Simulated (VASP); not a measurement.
# CdS (P3m1) in VASP: further runs

The runs below take CdS through single point, with PBEsol, LDA.

Everything below comes from runs of VASP 6.6.1. Logs are shortened: lines on timing, memory, paths and dates and some standing lists are left out, and cuts for length are marked.

## Step 1: The cell of the first run

It takes space group P3m1 (No. 156, trigonal). The conventional cell has a = 4.204 Å, b = 4.204 Å, c = 5.726 Å, α = 90.00°, β = 90.00°, γ = 120.00°. Within 3.2 Å of Cd (site symmetry 3m) lie 3 S at 2.43 Å. Within 3.2 Å of S (site symmetry 3m) lie 3 Cd at 2.43 Å.

## Step 2: Single point, PBEsol (43.81 Å³/atom)

Contents of INCAR:

```
SYSTEM = CdS
ALGO = Normal
EDIFF = 1E-7
ENCUT = 520
GGA = PS
ISIF = 2
ISMEAR = -1
LASPH = .True.
LCHARG = .False.
LREAL = .False.
LWAVE = .False.
NBANDS = 16
NELM = 60
PREC = Accurate
SIGMA = 0.05
```

Contents of KPOINTS:

```
k-points
0
Gamma
  7 7 5
  0 0 0
```

Contents of POSCAR:

```
CdS
1.0
    4.2035791552      0.0000000000      0.0000000000
   -2.1017895776      3.6404063352      0.0000000000
    0.0000000000      0.0000000000      5.7257285545
Cd S
1 1
Direct
    0.0000000000      0.0000000000      0.4426919200
    0.6666666667      0.3333333333      0.4343080800
```

Potentials or basis: VASP PAW PBE potentials, release 64 (Cd, S).

Command:

```console
> cat potpaw_PBE.64/Cd/POTCAR potpaw_PBE.64/S/POTCAR > POTCAR
> mpirun -np 1 vasp_std > vasp.out
```

OUTCAR:

```text
SYSTEM = CdS
   EDIFF = 1E-7
   ENCUT = 520
   GGA = PS
   ISIF = 2
   ISMEAR = -1
   LASPH = .True.
   LREAL = .False.
   NELM = 60
   PREC = Accurate

 ion  position               nearest neighbor table
   1  0.000  0.000  0.443-   2 2.43   2 2.43   2 2.43
   2  0.667  0.333  0.434-   1 2.43   1 2.43   1 2.43

  LATTYP: Found a hexagonal cell.
 ALAT       =     4.2035791552
 C/A-ratio  =     1.3621079426

  Lattice vectors:

 A1 = (   4.2035791552,   0.0000000000,   0.0000000000)
 A2 = (  -2.1017895776,   3.6404063352,   0.0000000000)
 A3 = (   0.0000000000,   0.0000000000,   5.7257285545)

Analysis of symmetry for initial positions (statically):
=====================================================================
 Subroutine PRICEL returns:
 Original cell was already a primitive cell.

 Routine SETGRP: Setting up the symmetry group for a
 hexagonal supercell.

 Subroutine GETGRP returns: Found  6 space group operations
 (whereof  6 operations were pure point group operations)
 out of a pool of 24 trial point group operations.

The static configuration has the point symmetry C_3v.

Analysis of symmetry for dynamics (positions and initial velocities):
=====================================================================
 Subroutine PRICEL returns:
 Original cell was already a primitive cell.

 Routine SETGRP: Setting up the symmetry group for a
 hexagonal supercell.

 Subroutine GETGRP returns: Found  6 space group operations
 (whereof  6 operations were pure point group operations)
 out of a pool of 24 trial point group operations.

The dynamic configuration has the point symmetry C_3v.

 Subroutine INISYM returns: Found  6 space group operations
 (whereof  6 operations are pure point group operations),
 and found     1 'primitive' translations

----------------------------------------------------------------------------------------

                                     Primitive cell

  volume of cell :      87.6193

  direct lattice vectors                    reciprocal lattice vectors
     4.203579155  0.000000000  0.000000000     0.237892511  0.137347305  0.000000000
    -2.101789578  3.640406335  0.000000000     0.000000000  0.274694610  0.000000000
     0.000000000  0.000000000  5.725728554     0.000000000  0.000000000  0.174650263

  length of vectors
     4.203579155  4.203579155  5.725728554     0.274694610  0.274694610  0.174650263

  position of ions in fractional coordinates (direct lattice)
     0.000000000  0.000000000  0.442691920
     0.666666667  0.333333333  0.434308080

  ion indices of the primitive-cell ions
   primitive index   ion index
                 1           1
                 2           2

----------------------------------------------------------------------------------------

 KPOINTS: k-points

Automatic generation of k-mesh.
 Grid dimensions read from file:
 generate k-points for:    7    7    5

 Generating k-lattice:

  Cartesian coordinates                     Fractional coordinates (reciprocal lattice)
     0.033984644  0.019621044  0.000000000     0.142857143 -0.000000000  0.000000000
     0.000000000  0.039242087  0.000000000     0.000000000  0.142857143  0.000000000
     0.000000000  0.000000000  0.034930053     0.000000000  0.000000000  0.200000000

  Length of vectors
     0.039242087  0.039242087  0.034930053

  Shift w.r.t. Gamma in fractional coordinates (k-lattice)
     0.000000000  0.000000000  0.000000000

 Subroutine IBZKPT returns following result:
 ===========================================

 Found     32 irreducible k-points:

 Following reciprocal coordinates:
            Coordinates               Weight
  0.000000  0.000000  0.000000      1.000000
  0.142857  0.000000  0.000000      6.000000
  0.285714 -0.000000  0.000000      6.000000
  0.428571 -0.000000  0.000000      6.000000
  0.142857  0.142857  0.000000      6.000000
  0.285714  0.142857  0.000000     12.000000
[... 16 lines left out ...]
  0.000000  0.142857  0.400000      6.000000
  0.285714 -0.000000  0.400000      6.000000
 [... further k-points ...]
   k-points           NKPTS =     32   k-points in BZ     NKDIM =     32   number of bands    NBANDS=     16
   number of dos      NEDOS =    301   number of ions     NIONS =      2
   total plane-waves  NPLWV =  49152
   dimension x,y,z NGX =    32 NGY =   32 NGZ =   48
   dimension x,y,z NGXF=    64 NGYF=   64 NGZF=   96
   ions per type =               1   1
   NGX,Y,Z   is equivalent  to a cutoff of  12.66, 12.66, 13.94 a.u.
   NGXF,Y,Z  is equivalent  to a cutoff of  25.31, 25.31, 27.87 a.u.
 SYSTEM =  CdS
   PREC   = accura    normal or accurate (medium, high low for compatibility)
   ISTART =      0    job   : 0-new  1-cont  2-samecut
   ICHARG =      2    charge: 1-file 2-atom 10-const
   ISPIN  =      1    spin polarized calculation?
   LNONCOLLINEAR =      F non collinear calculations
   LSORBIT =      F    spin-orbit coupling
   LASPH  =      T    aspherical Exc in radial PAW
   ENCUT  =  520.0 eV  38.22 Ry    6.18 a.u.   7.82  7.82 10.65*2*pi/ulx,y,z
   NELM   =     60;   NELMIN=  2; NELMDL= -5     # of ELM steps
   EDIFF  = 0.1E-06   stopping-criterion for ELM
   LREAL  =      F    real-space projection
   EDIFFG = 0.1E-05   stopping-criterion for IOM
   NSW    =      0    number of steps for IOM
   IBRION =     -1    ionic relax: 0-MD 1-quasi-New 2-CG
   NFREE  =      0    steps in history (QN), initial steepest desc. (CG)
   ISIF   =      2    stress and relaxation
   ISYM   =      2    0-nonsym 1-usesym 2-fastsym
   POTIM  = 0.5000    time-step for ionic-motion
   TEBEG  =    0.0;   TEEND  =   0.0 temperature during run
   PSTRESS=    0.0 pullay stress
   NELECT =      18.0000    total number of electrons
   NUPDOWN=      -1.0000    fix difference up-down
   EMIN   =  10.00;   EMAX   =-10.00  energy-range for DOS
   EFERMI =   0.00;   METHOD = LEGACY
   ISMEAR =    -1;   SIGMA  =   0.05  broadening in eV -4-tet -1-fermi 0-gaus
   EFERMI_NEDOS =   21; number of points for ismear=-14 and -15
   IALGO  =     38    algorithm
   IMIX   =      4    mixing-type and parameters
     AMIX     =   0.40;   BMIX     =  1.00
     AMIX_MAG =   1.60;   BMIX_MAG =  1.00
  volume/ion in A,a.u.               =      43.81       295.64
  Fermi-wavevector in a.u.,A,eV,Ry     =   0.965975  1.825427 12.695691  0.933107
  Thomas-Fermi vector in A             =   2.095737
   LORBIT       =      0    0 simple, 1 ext, 2 COOP (PROOUT), +10 PAW based schemes
   GGA     = PS    functional components
   LHFCALC =     F    Hartree Fock is set to
   AEXX    =    0.0000 exact exchange contribution
   IVDW    =     0    specifies the selected vdW correction
   LEPSILON=     F    determine dielectric tensor
   LRPA    =     F    only Hartree local field effects (RPA)
 non-spin polarized calculation
  energy-cutoff  :      520.00
  volume of cell :       87.62
 maximum number of plane-waves:      2380
 NGX is ok and might be reduce to    32
   NGX = 15   NGY = 15   NGZ = 21

 number of electron      17.9999996 magnetization

 Free energy of the ion-electron system (eV)
  ---------------------------------------------------
  ext. energy  EPLUGINS =         0.00000000
  ---------------------------------------------------
  free energy    TOTEN  =        -6.18997443 eV

  energy without entropy =       -6.18997442  energy(sigma->0) =       -6.18997443

 E-fermi :  -1.1720     XC(G=0):  -6.3286

 val. band max:       -1.9715680619   @ k =   0.0000   0.0000   0.4000
 cond. band min:      -0.4792062831   @ k =   0.0000   0.0000   0.0000
 fundamental gap:      1.4923617788
 Fermi energy:        -1.1720166814

 k-point     1 :       0.0000    0.0000    0.0000
  band No.  band energies     occupation
      1     -13.7991      2.00000
      2      -9.7630      2.00000
      3      -9.7630      2.00000
      4      -9.1636      2.00000
      5      -9.1636      2.00000
      6      -8.9300      2.00000
[... 8 lines left out ...]
     15       9.0298      0.00000
     16       9.7522      0.00000

 k-point     2 :       0.1429    0.0000    0.0000
  band No.  band energies     occupation
      1     -13.7295      2.00000
      2      -9.7308      2.00000
      3      -9.7051      2.00000
      4      -9.1886      2.00000
      5      -9.1670      2.00000
      6      -8.9097      2.00000
[... 8 lines left out ...]
     15       9.5456      0.00000
     16       9.7898      0.00000

 k-point     3 :       0.2857   -0.0000    0.0000
  band No.  band energies     occupation
      1     -13.5716      2.00000
      2      -9.6103      2.00000
      3      -9.5669      2.00000
      4      -9.2424      2.00000
      5      -9.1748      2.00000
      6      -8.8555      2.00000
[... 8 lines left out ...]
     15       8.7745      0.00000
     16       9.0168      0.00000

 k-point     4 :       0.4286   -0.0000    0.0000
  band No.  band energies     occupation
      1     -13.4444      2.00000
      2      -9.4472      2.00000
      3      -9.4466      2.00000
      4      -9.2833      2.00000
      5      -9.1809      2.00000
      6      -8.7820      2.00000
[... 8 lines left out ...]
     15       8.3651      0.00000
     16       8.6014      0.00000

 k-point     5 :       0.1429    0.1429    0.0000
  band No.  band energies     occupation
      1     -13.6156      2.00000
      2      -9.6742      2.00000
      3      -9.5862      2.00000
      4      -9.2254      2.00000
      5      -9.1751      2.00000
      6      -8.8698      2.00000
[... 8 lines left out ...]
     15       8.5010      0.00000
     16       9.5785      0.00000

 k-point     6 :       0.2857    0.1429    0.0000
  band No.  band energies     occupation
      1     -13.4728      2.00000
      2      -9.5582      2.00000
      3      -9.4310      2.00000
      4      -9.2675      2.00000
      5      -9.1868      2.00000
      6      -8.7759      2.00000
[... 8 lines left out ...]
     15       7.4819      0.00000
     16       8.8747      0.00000
[... 267 lines left out ...]
 k-point    21 :       0.0000    0.0000    0.4000
  band No.  band energies     occupation
      1     -13.7955      2.00000
      2      -9.7628      2.00000
      3      -9.7628      2.00000
      4      -9.1641      2.00000
      5      -9.1641      2.00000
      6      -8.9197      2.00000
[... 8 lines left out ...]
     15       8.9495      0.00000
     16       9.3171      0.00000

 k-point    22 :       0.1429    0.0000    0.4000
  band No.  band energies     occupation
      1     -13.7261      2.00000
      2      -9.7306      2.00000
      3      -9.7049      2.00000
      4      -9.1896      2.00000
      5      -9.1676      2.00000
      6      -8.9002      2.00000
[... 8 lines left out ...]
     15       8.3101      0.00000
     16       9.0125      0.00000

 k-point    23 :       0.0000    0.1429    0.4000
  band No.  band energies     occupation
      1     -13.7261      2.00000
      2      -9.7306      2.00000
      3      -9.7049      2.00000
      4      -9.1896      2.00000
      5      -9.1676      2.00000
      6      -8.9002      2.00000
[... 8 lines left out ...]
     15       8.2719      0.00000
     16       9.0162      0.00000

 k-point    24 :       0.2857   -0.0000    0.4000
  band No.  band energies     occupation
      1     -13.5686      2.00000
      2      -9.6098      2.00000
      3      -9.5667      2.00000
      4      -9.2442      2.00000
      5      -9.1755      2.00000
      6      -8.8485      2.00000
[... 8 lines left out ...]
     15       8.0634      0.00000
     16       8.5095      0.00000

 [... further k-points ...]
[... 5 lines left out ...]
  --------------------------------------------------------------------------------------
  -------------------------------------------------------------------------------------
  Total       -0.1177887     -0.1177887     -0.0041402      0.0000000      0.0000000      0.0000000
  in kB       -2.1538447     -2.1538447     -0.0757065      0.0000000      0.0000000      0.0000000
  external PRESSURE =      -1.4611320 kB  Pullay stress =       0.0000000 kB

 VOLUME and BASIS-vectors are now :
 -----------------------------------------------------------------------------
  energy-cutoff  :      520.00
  volume of cell :       87.62
      direct lattice vectors                 reciprocal lattice vectors
     4.203579155  0.000000000  0.000000000     0.237892511  0.137347305  0.000000000
    -2.101789578  3.640406335  0.000000000     0.000000000  0.274694610  0.000000000
     0.000000000  0.000000000  5.725728554     0.000000000  0.000000000  0.174650263

 POSITION                                       TOTAL-FORCE (eV/Angst)
 -----------------------------------------------------------------------------------
      0.00000      0.00000      2.53473         0.000000     -0.000000     -0.003909
      2.10179      1.21347      2.48673        -0.000000      0.000000      0.003909
 -----------------------------------------------------------------------------------
    total drift:                                0.000001     -0.000000     -0.000103

  FREE ENERGIE OF THE ION-ELECTRON SYSTEM (eV)
  ---------------------------------------------------
  free  energy   TOTEN  =        -6.1899744346 eV

  energy  without entropy=       -6.1899744186  energy(sigma->0) =       -6.18997443
```

Wall time 34 s (1 thread of Intel Xeon Platinum 8259CL at 2.50GHz (Skylake/Cascade Lake), shared host); peak memory 0.22 GiB.

Results:

```yaml
Free_energy: -6.1900 eV
Pressure: -0.1 GPa
Largest_force: 0.004 eV/Å
Band_gap_on_the_k_mesh: 1.49 eV
```

Forces on the atoms (eV/Å):
```
Cd   0.000  0.000 -0.004
S    0.000  0.000  0.004
```

Caveat: the PAW data sets were made with another functional, which shifts forces and pressure a little; an odd mesh through Γ misses points on the zone boundary, where band edges can lie.

## Step 3: Single point, LDA (44.72 Å³/atom)

This run uses another cell than the first one.

Contents of INCAR:

```
PREC = Accurate
ENCUT = 520
EDIFF = 1E-7
ISMEAR = -1
SIGMA = 0.05
LREAL = F
LASPH = T
NELM = 60
ALGO = Normal
ISIF = 2
LWAVE = F
LCHARG = F
GGA = CA
NBANDS = 16
```

Contents of KPOINTS:

```
regular mesh
0
Gamma
  7 7 5
```

Contents of POSCAR:

```
CdS
1.0
    4.2325702724      0.0000000000      0.0000000000
   -2.1162851362      3.6655133792      0.0000000000
    0.0000000000      0.0000000000      5.7652175854
Cd S
1 1
Direct
    0.0000000000      0.0000000000      0.4426919200
    0.6666666667      0.3333333333      0.4343080800
```

Potentials or basis: VASP PAW LDA potentials, release 64 (Cd, S).

Command:

```console
> cat potpaw_LDA.64/Cd/POTCAR potpaw_LDA.64/S/POTCAR > POTCAR
> mpirun -np 1 vasp_std > vasp.out
```

Wall time 29 s (1 thread of Intel Xeon Platinum 8259CL at 2.50GHz (Skylake/Cascade Lake), shared host); peak memory 0.2 GiB.

The run converged. Its results:

```yaml
Free_energy: -6.6220 eV
Pressure: -1.8 GPa
Largest_force: 0.019 eV/Å
Band_gap_on_the_k_mesh: 1.32 eV
```

Forces on the atoms (eV/Å):
```
Cd   0.000  0.000 -0.019
S    0.000  0.000  0.019
```

Stress tensor (GPa, compression positive):
```
-2.59  0.00  0.00
 0.00 -2.59  0.00
 0.00  0.00 -0.12
```

Levels at points of the mesh, in eV from the valence-band top:
| k point | band 7 | band 8 | band 9 | band 10 | band 11 | band 12 |
| --- | --- | --- | --- | --- | --- | --- |
| (0.00, 0.00, 0.00) | -1.13 | 0.00 | 0.00 | 1.32 | 5.47 | 6.80 |

Caveat: an odd mesh through Γ misses points on the zone boundary, where band edges can lie.

## Step 4: Single point, PBEsol (44.72 Å³/atom)

This run uses another cell than the first one.

Contents of INCAR:

```
PREC     = Accurate       # precision mode
ENCUT    = 520            # plane-wave cutoff, eV
EDIFF    = 1E-6           # SCF threshold, eV
ISMEAR   = -1             # smearing method
SIGMA    = 0.05           # smearing width, eV
LREAL    = F              # projectors in reciprocal space
LASPH    = T              # aspherical terms in the spheres
NELM     = 80             # most SCF steps
ALGO     = Normal         # electronic algorithm
ISIF     = 2              # what is computed and relaxed
LWAVE    = F              # write WAVECAR
LCHARG   = T              # write CHGCAR
GGA      = PS             # functional
LELF     = T              # ELF
LVHAR    = T            
NBANDS   = 16             # bands
```

KPOINTS is that of step 3.

POSCAR is that of step 3.

Potentials or basis: VASP PAW PBE potentials, release 64 (Cd, S).

Command:

```console
> cat potpaw_PBE.64/Cd/POTCAR potpaw_PBE.64/S/POTCAR > POTCAR
> mpirun -np 1 vasp_std > vasp.out
```

It took 33 s on 1 thread of Intel Xeon Platinum 8259CL at 2.50GHz (Skylake/Cascade Lake), shared host; peak memory 0.22 GiB.

Results (log left out):

| Property | Result |
| --- | --- |
| Free energy | -6.1850 eV |
| Pressure | -0.8 GPa |
| Largest force | 0.009 eV/Å |
| Band gap on the k mesh | 1.46 eV |

Forces in eV/Å, atoms in the order of the input:
```
Cd   0.000  0.000 -0.009
S    0.000  0.000  0.009
```

Stress tensor (GPa, compression positive):
```
-1.13  0.00  0.00
 0.00 -1.13  0.00
 0.00  0.00 -0.01
```

Levels at points of the mesh, in eV from the valence-band top:
| k point | band 7 | band 8 | band 9 | band 10 | band 11 | band 12 |
| --- | --- | --- | --- | --- | --- | --- |
| (0.00, 0.00, 0.00) | -1.13 | 0.00 | 0.00 | 1.46 | 5.66 | 6.86 |

Caveat: the PAW data sets were made with another functional, which shifts forces and pressure a little; an odd mesh through Γ misses points on the zone boundary, where band edges can lie.

[end of part 1 of 2]
